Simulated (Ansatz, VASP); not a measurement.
**One calculation of BaZrO3, two programs**

The input POSCAR:

```
BaZrO3
1.0
    4.1752930000      0.0000000000      0.0000000000
    0.0000000000      4.1752930000      0.0000000000
    0.0000000000      0.0000000000      4.1752930000
O Ba Zr
3 1 1
Direct
    0.0000000000      0.5000000000      0.5000000000
    0.5000000000      0.0000000000      0.5000000000
    0.5000000000      0.5000000000      0.0000000000
    0.0000000000      0.0000000000      0.0000000000
    0.5000000000      0.5000000000      0.5000000000
```

INCAR.step1

```
PREC = Accurate
ENCUT = 520
ISMEAR = 0
SIGMA = 0.1515
LREAL = F
LASPH = T
NELM = 150
MAGMOM = 0 0 0 0 0 0 0 0 0 0 0 0 0 0 0
LSORBIT = T
GGA_COMPAT = F
LMAXMIX = 4
NBANDS = 55
GGA = PE
ALGO = Normal
EDIFF = 1E-4
LWAVE = T
LCHARG = F
```

File INCAR.step2:

```
PREC = Accurate
ENCUT = 520
EDIFF = 1E-6
ISMEAR = 0
SIGMA = 0.1515
LREAL = F
LASPH = T
NELM = 150
ALGO = Normal
ISIF = 2
LWAVE = F
LCHARG = F
MAGMOM = 0 0 0 0 0 0 0 0 0 0 0 0 0 0 0
LORBIT = 11
LSORBIT = T
GGA_COMPAT = F
LORBMOM = T
LMAXMIX = 4
METAGGA = R2SCAN
LMIXTAU = T
NBANDS = 55
ISTART = 1
```

File KPOINTS:

```
regular mesh
0
Gamma
  6 6 6
```

Input for Ansatz:

```yaml
crystal:
  lattice:
    - [4.175293, 0.0, 0.0]
    - [0.0, 4.175293, 0.0]
    - [0.0, 0.0, 4.175293]
  atoms:
    - { symbol: O, position: [0.0, 0.5, 0.5] }
    - { symbol: O, position: [0.5, 0.0, 0.5] }
    - { symbol: O, position: [0.5, 0.5, 0.0] }
    - { symbol: Ba, position: [0.0, 0.0, 0.0] }
    - { symbol: Zr, position: [0.5, 0.5, 0.5] }
  symmetry: { tolerance: 0.0003 }
kpoints:
  mp_grid: { grid: [6, 6, 6], shift: [0, 0, 0] }
  band_path:
    path:
      - [0.0, 0.0, 0.0]
      - [0.0, 0.5, 0.0]
      - [0.5, 0.5, 0.0]
      - [0.0, 0.0, 0.0]
      - [0.5, 0.5, 0.5]
      - [0.0, 0.5, 0.0]
      - [0.5, 0.5, 0.5]
      - [0.5, 0.5, 0.0]
    npoints: 8
magnetization:
  noncollinear: true
  spin_orbit: true
scf:
  occupations: { method: gaussian, width: 0.1515 }
  lower_state_search: "off"
  max_iter: 200
hamiltonian:
  pseudopotentials: { kind: paw_fr }
  xc: r2scan
basis:
  ecutwfc: 500
  fft_grid_basis: typed
output:
  forces: true
  stress: true
  eigenvalues: true
  bader: true
  populations: true
  elf: true
  write_potential: true
  volumetric_format: npy
  dos:
    e_range: [-12, 8]
    de: 0.05
    projected: { site_lists: { Ba: [Ba], O: [O], Zr: [Zr] } }
    method: { smearing: { sigma: 0.1, scheme: gaussian } }
checkpoint:
  read: saved_state
```

Alike in both runs: task single point; functional r2SCAN; k mesh 6 × 6 × 6; occupations gaussian, width 0.1515 eV; non-collinear spin, spin-orbit coupling.

|  | VASP | Ansatz |
| --- | --- | --- |
| version | VASP 6.6.1 | Ansatz 0.2.0 |
| potentials or method | VASP PAW PBE potentials, release 64 (O, Ba_sv, Zr_sv), cutoff 520 eV | PAW plane waves |
| valence electrons in the cell | 40 | 40 |

Ansatz gave:

* pressure (GPa): 3.6
* net moment per atom (μB): 0.00

Problem. Estimate VASP's values.

Solution. Pressure (GPa): 4.8; net moment per atom (μB): 0.00.

VASP's potentials were made for PBE, not for r2SCAN.
